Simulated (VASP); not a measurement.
The system is Be4Te.

```
CELL_PARAMETERS angstrom
-2.55587 2.55587 2.55587
2.55587 -2.55587 2.55587
2.55587 2.55587 -2.55587
ATOMIC_POSITIONS crystal
Be 0.55352 0.55352 0.55352
Be 0.00000 0.00000 0.44648
Be 0.00000 0.44648 0.00000
Be 0.44648 0.00000 0.00000
Te 0.00000 0.00000 0.00000
```

| Quantity | Value |
| --- | --- |
| Program | VASP 6.6.1 |
| Task | relaxation of cell and atoms |
| Functional | PBE |
| Potentials or basis | VASP PAW PBE potentials, release 64 (Be, Te) |
| Cutoff | 600 eV |
| k mesh | 6 × 6 × 6 |
| Occupations | gaussian, width 0.1 eV |
| Spin | no spin polarisation |

At the start: pressure 36.8 GPa; volume 13.36 Å³/atom.

Task: Where does the relaxation end?

Result: Over 7 steps the energy falls by 748.6 meV/atom and the volume is 17.06 Å³/atom (+27.7 %); space group Im-3m (No. 229, to 0.05 Å).

Step by step:
```csv
step,energy change (eV),largest force (eV/Å),pressure (GPa),volume (Å³)
1,0.0000,5.9488,36.78,66.78
2,-3.3823,0.2431,-5.93,101.02
3,-3.7070,0.3078,-1.37,88.44
4,-3.7069,0.2699,-1.64,88.91
5,-3.7337,0.1651,-0.78,87.09
6,-3.7431,0.0434,0.20,85.37
7,-3.7431,0.0380,0.24,85.30
```

Final structure:
```
Be Te
1.0
    -2.77305    2.77305    2.77305
     2.77305   -2.77305    2.77305
     2.77305    2.77305   -2.77305
Be Te
4 1
Direct
  0.50082 0.50082 0.50082
  0.00000 0.00000 0.49918
  0.00000 0.49918 0.00000
  0.49918 0.00000 0.00000
  0.00000 0.00000 0.00000
```

Caveat: the volume moved by over 15 % at a fixed basis, so the end points are rough.
